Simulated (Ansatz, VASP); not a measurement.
# Two plane-wave programs on NaCl

Contents of INCAR:

```
SYSTEM = NaCl
  ALGO = Normal
  EDIFF = 1E-6
  ENCUT = 520
  GGA = PS
  ISIF = 2
  ISMEAR = 0
  LASPH = .True.
  LCHARG = .False.
  LREAL = .False.
  LWAVE = .False.
  NBANDS = 14
  NELM = 100
  PREC = Accurate
  SIGMA = 0.05
```

The input KPOINTS:

```
k-points
0
Gamma
  8 8 8
  0 0 0
```

Contents of POSCAR:

```
NaCl
1.0
    0.0000000000      2.7184800000      2.6052100000
    2.7184800000      0.0000000000      2.6052100000
    2.7184800000      2.7184800000      0.0000000000
Na Cl
1 1
Direct
    0.0000000000      0.0000000000      0.0000000000
    0.5000000000      0.5000000000      0.5000000000
```

Input for Ansatz:

```yaml
crystal:
  lattice:
    - [0.0, 2.71848, 2.60521]
    - [2.71848, 0.0, 2.60521]
    - [2.71848, 2.71848, 0.0]
  atoms:
    - { symbol: Na, position: [0.0, 0.0, 0.0] }
    - { symbol: Cl, position: [0.5, 0.5, 0.5] }
basis:
  ecutwfc: 420
kpoints:
  mp_grid: { grid: [8, 8, 8] }
hamiltonian:
  xc: pbesol
scf:
  occupations: { method: gaussian, width: 0.05 }
output:
  forces: true
  stress: true
  eigenvalues: true
```

Change from the starting cell: strain -0.040 along x and y, -0.080 along z, atoms carried along.

Alike in both runs: task single point; functional PBEsol; k mesh 8 × 8 × 8; occupations gaussian, width 0.05 eV; no spin polarisation.

|  | VASP | Ansatz |
| --- | --- | --- |
| version | VASP 6.6.1 | Ansatz 0.2.0 |
| potentials or method | VASP PAW PBE potentials, release 64 (Na_pv, Cl), cutoff 520 eV | scalar-relativistic, plane waves, PAW |
| valence electrons in the cell | 14 | 16 |

```tsv
	VASP	Ansatz	Ansatz less VASP
gap on the k mesh at the Fermi level (eV)	5.55	5.55	+0.005
least direct gap on the mesh (eV)	5.55	5.55	+0.005
pressure (GPa)	4.9	4.9	-0.08
traceless stress, the component that is largest in VASP (GPa)	2.62	2.57	-0.045
```

VASP's potentials were made for PBE, not for PBEsol. VASP's potentials hold 14 valence electrons a cell and Ansatz's 16, so a difference there can come from the potentials and not from the codes.
